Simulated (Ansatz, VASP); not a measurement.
**Two plane-wave programs on Mo**

File INCAR:

```
SYSTEM = Mo
  ALGO = Normal
  EDIFF = 1E-7
  ENCUT = 520
  GGA = PE
  ISIF = 2
  ISMEAR = -1
  LASPH = .True.
  LCHARG = .True.
  LELF = .True.
  LREAL = .False.
  LVHAR = .True.
  LWAVE = .False.
  NBANDS = 13
  NELM = 100
  PREC = Accurate
  SIGMA = 0.05
```

File KPOINTS:

```
k-points
0
Gamma
  10 10 10
  0 0 0
```

Contents of POSCAR:

```
Mo
1.0
   -1.5838089719      1.5838089719      1.6471613308
    1.5838089719     -1.5838089719      1.6471613308
    1.5838089719      1.5838089719     -1.6471613308
Mo
1
Direct
    0.0000000000      0.0000000000      0.0000000000
```

The input input.yaml:

```yaml
crystal:
  lattice:
    - [-1.5838089719, 1.5838089719, 1.6471613308]
    - [1.5838089719, -1.5838089719, 1.6471613308]
    - [1.5838089719, 1.5838089719, -1.6471613308]
  atoms:
    - { symbol: Mo, position: [0.0, 0.0, 0.0] }
hamiltonian:
  xc: pbe
  pseudopotentials: { kind: paw }
kpoints:
  mp_grid: { grid: [10, 10, 10] }
  band_path:
    path:
      - [[0.0, 0.0, 0.0], [0.0, 0.0, 0.5], [-0.4622781065, 0.4622781065, 0.5], [-0.4811390532, 0.4811390532, 0.4811390532], [0.0, 0.0, 0.0], [0.5, 0.5, -0.5], [0.4811390532, 0.5188609468, -0.4811390532], [0.0, 0.5, 0.0], [0.25, 0.25, 0.25], [0.5, 0.5, -0.4622781065], [0.5, 0.5, -0.5]]
      - [[0.0, 0.0, 0.5], [0.25, 0.25, 0.25]]
    npoints: 14
scf:
  occupations: { method: fermi_dirac, width: 0.05 }
  n_extra_bands: 6
output:
  forces: true
  stress: true
  eigenvalues: true
  fatbands: false
```

Alike in both runs: functional PBE; k mesh 10 × 10 × 10; occupations fermi-dirac, width 0.05 eV; no spin polarisation.

```csv
,VASP,Ansatz
version,VASP 6.6.1,Ansatz 0.2.0
potentials or method,"VASP PAW PBE potentials, release 64 (Mo_sv)",Ansatz PAW
plane-wave cutoff (eV),520,420
valence electrons in the cell,14,14
task,single point,band structure
```

|  | VASP | Ansatz | Ansatz less VASP |
| --- | --- | --- | --- |
| gap on the k mesh at the Fermi level (eV) | none | none | - |
| pressure (GPa) | -10.2 | -10.6 | -0.41 |
| traceless stress, the component that is largest in VASP (GPa) | -5.66 | -5.67 | -0.011 |

A gap of «none» marks a metal or a gap that the smearing closes. The functional is the same, so the differences come from potentials, cutoffs and numerics.
